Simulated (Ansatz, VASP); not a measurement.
**Eu in VASP and in Ansatz**

```
Eu
1.0
    -2.22747    2.22747    2.22747
     2.22747   -2.22747    2.22747
     2.22747    2.22747   -2.22747
Eu
1
Direct
  0.00000 0.00000 0.00000
```

Alike in both runs: task single point; functional r2SCAN; k mesh 10 × 10 × 10; occupations methfessel-paxton of order 1, width 1 eV; collinear spin.

```csv
,VASP,Ansatz
version,VASP 6.6.1,Ansatz 0.2.0
potentials or method,"VASP PAW PBE potentials, release 64 (Eu), cutoff 520 eV","plane waves (500 eV) with PAW, scalar-relativistic"
valence electrons in the cell,17,17
```

|  | VASP | Ansatz | Ansatz less VASP |
| --- | --- | --- | --- |
| pressure (GPa) | -0.7 | -0.3 | +0.38 |
| net moment per atom (μB) | 7.92 | 7.95 | +0.033 |
| size of the moment on the site where the two differ most (μB) | 6.72 | 7.34 | +0.622 |

VASP's potentials were made for PBE, not for r2SCAN. Site moments also hang on the region over which each program counts them. Ansatz's warnings: stability check not made.

Spin-orbit coupling is off throughout.
